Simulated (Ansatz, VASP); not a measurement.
## Se in VASP and in Ansatz

```
Se
1.0
     5.89163    3.40154    2.34551
    -5.89163    3.40154    2.34551
     0.00000   -6.80307    2.34551
Se
6
Cartesian
  0.7634 -4.7742 2.8737
  3.7529 3.0482 2.8737
  -4.5163 1.7260 2.8737
  -0.7634 4.7742 4.1628
  -3.7529 -3.0482 4.1628
  4.5163 -1.7260 4.1628
```

Alike in both runs: functional BLYP; k mesh 4 × 4 × 4; occupations fermi-dirac, width 0.05 eV; no spin polarisation.

Ansatz relaxed the structure, and its values are those at the end. VASP's run is a single point on that final structure, the one shown.

```csv
,VASP,Ansatz
version,VASP 6.6.1,Ansatz 0.2.0
potentials or method,"VASP PAW PBE potentials, release 64 (Se), cutoff 520 eV","plane waves (420 eV) with PAW, scalar-relativistic"
valence electrons in the cell,36,96
```

VASP gave:

- pressure (GPa): 0.1
- rms of the force components (eV/Å): 0.031

Which values does Ansatz return?

Pressure (GPa): 0.0; rms of the force components (eV/Å): 0.001.

VASP's potentials were made for PBE, not for BLYP. With one functional, cell and mesh, what is left measures potentials, basis and numerics. VASP's potentials hold 36 valence electrons a cell and Ansatz's 96, so a difference there can come from the potentials and not from the codes.
